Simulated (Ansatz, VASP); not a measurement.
# One calculation of MgO, two programs

```
Mg O
1.0
     0.00000    2.13206    2.13206
     2.13206    0.00000    2.13206
     2.13206    2.13206    0.00000
Mg O
1 1
Direct
  0.00000 0.00000 0.00000
  0.50000 0.50000 0.50000
```

Alike in both runs: task single point; functional HSE06; k mesh 4 × 4 × 4; occupations fermi-dirac, width 0.05 eV; no spin polarisation.

|  | VASP | Ansatz |
| --- | --- | --- |
| version | VASP 6.6.1 | Ansatz 0.2.0 development build |
| potentials or method | VASP PAW PBE potentials, release 64 (Mg, O) | plane waves, PAW datasets (generated soft set 1) |
| plane-wave cutoff (eV) | 520 | 420 |
| valence electrons in the cell | 8 | 16 |

```tsv
	VASP	Ansatz	Ansatz less VASP
gap on the k mesh at the Fermi level (eV)	6.07	6.11	+0.043
```

VASP's potentials hold 8 valence electrons a cell and Ansatz's 16, so a difference there can come from the potentials and not from the codes.

The k mesh is coarse, so the values compare programs but aren't converged.
